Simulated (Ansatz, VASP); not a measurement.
**Two plane-wave programs on TiTeAs3**

Contents of INCAR:

```
SYSTEM = TiTeAs3
ALGO = Normal
EDIFF = 1E-6
ENCUT = 520
GGA = PE
ISIF = 2
ISMEAR = 0
LASPH = .True.
LCHARG = .False.
LREAL = .False.
LWAVE = .False.
NBANDS = 24
NELM = 80
PREC = Accurate
SIGMA = 0.1
```

KPOINTS

```
k-points
0
Gamma
  6 6 4
  0 0 0
```

Contents of POSCAR:

```
TiTeAs3
1.0
    4.6817659800      0.0000000000      0.0000000000
   -2.3408829900      4.0545282700      0.0000000000
    0.0000000000      0.0000000000      5.7798519200
Ti Te As
1 1 3
Direct
    0.3333333300      0.6666666700      0.5000000000
    0.6666666700      0.3333333300      0.0000000000
    0.0000000000      0.0000000000      0.7552470000
    0.0000000000      0.0000000000      0.2447530000
    0.6666666700      0.3333333300      0.5000000000
```

Input for Ansatz:

```yaml
crystal:
  lattice:
    - [4.68176598, 0.0, 0.0]
    - [-2.34088299, 4.05452827, 0.0]
    - [0.0, 0.0, 5.77985192]
  atoms:
    - { symbol: Ti, position: [0.33333333, 0.66666667, 0.5] }
    - { symbol: Te, position: [0.66666667, 0.33333333, 0.0] }
    - { symbol: As, position: [0.0, 0.0, 0.755247] }
    - { symbol: As, position: [0.0, 0.0, 0.244753] }
    - { symbol: As, position: [0.66666667, 0.33333333, 0.5] }
basis:
  ecutwfc: 420
kpoints:
  mp_grid: { grid: [6, 6, 4] }
hamiltonian:
  xc: pbe
scf:
  occupations: { method: gaussian, width: 0.1 }
  lower_state_search: "off"
output:
  forces: true
  stress: true
  eigenvalues: true
```

Change from the starting cell: species swapped into the GaNi3As type (P-6m2, No. 187).

Alike in both runs: task single point; functional PBE; k mesh 6 × 6 × 4; occupations gaussian, width 0.1 eV; no spin polarisation.

|  | VASP | Ansatz |
| --- | --- | --- |
| version | VASP 6.6.1 | Ansatz 0.2.0 |
| potentials or method | VASP PAW PBE potentials, release 64 (Ti_sv, Te, As), cutoff 520 eV | scalar-relativistic, plane waves, PAW |
| valence electrons in the cell | 33 | 73 |

Ansatz gave:

| Quantity | Value |
| --- | --- |
| gap on the k mesh at the Fermi level (eV) | none |
| pressure (GPa) | -0.9 |
| traceless stress, the component that is largest in VASP (GPa) | 1.65 |
| rms of the force components (eV/Å) | 0.234 |

**Question.** Which values does VASP return?

**Answer.** gap on the k mesh at the Fermi level (eV): none; pressure (GPa): -0.8; traceless stress, the component that is largest in VASP (GPa): 1.66; rms of the force components (eV/Å): 0.234.

Atom by atom the forces differ by 0.000 eV/Å (rms over components). A gap of «none» marks a metal or a gap that the smearing closes. VASP's potentials hold 33 valence electrons a cell and Ansatz's 73, so a difference there can come from the potentials and not from the codes.

Neither program's run includes spin-orbit coupling.
